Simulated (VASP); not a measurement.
Here is a VASP 6.6.1 calculation.

File INCAR:

```
SYSTEM = Sn2TeAs2
  ALGO = Normal
  EDIFF = 1E-7
  EDIFFG = -0.01
  ENCUT = 600
  GGA = PE
  IBRION = 2
  ISIF = 3
  ISMEAR = 0
  LASPH = .TRUE.
  LCHARG = .FALSE.
  LREAL = .FALSE.
  LWAVE = .FALSE.
  NELM = 100
  NSW = 100
  PREC = Accurate
  SIGMA = 0.1
```

Contents of KPOINTS:

```
k-points
0
G
  12 12 4
  0 0 0
```

Contents of POSCAR:

```
Sn2TeAs2
1.0
    4.0531556709      0.0000000000      0.0000000000
   -2.0265778354      3.5101357765      0.0000000000
    0.0000000000      0.0000000000      9.4018989563
Sn Te As
2 1 2
Direct
    0.6666666667      0.3333333333      0.7762577925
    0.3333333333      0.6666666667      0.2237422075
    0.0000000000      0.0000000000      0.0000000000
    0.6666666667      0.3333333333      0.4093091451
    0.3333333333      0.6666666667      0.5906908549
```

Potentials or basis: VASP PAW PBE potentials, release 64 (Sn_d, Te, As).

Command:

```console
$ cat potpaw_PBE.64/Sn_d/POTCAR potpaw_PBE.64/Te/POTCAR potpaw_PBE.64/As/POTCAR > POTCAR
$ mpirun -np 1 vasp_std > vasp.out
```

What does it give for the relaxed volume?

27.02 Å³/atom.

Estimate the relaxed cell.

a = 4.077 Å, b = 4.077 Å, c = 9.387 Å, α = 90.00°, β = 90.00°, γ = 120.00°.

Step by step:
```tsv
step	energy change (eV)	largest force (eV/Å)	pressure (GPa)	volume (Å³)
1	0.0000	0.0445	0.43	133.76
2	-0.0020	0.0401	-0.10	135.17
3	-0.0020	0.0395	-0.06	135.07
4	-0.0025	0.0255	-0.03	135.10
5	-0.0028	0.0094	0.00	135.12
```
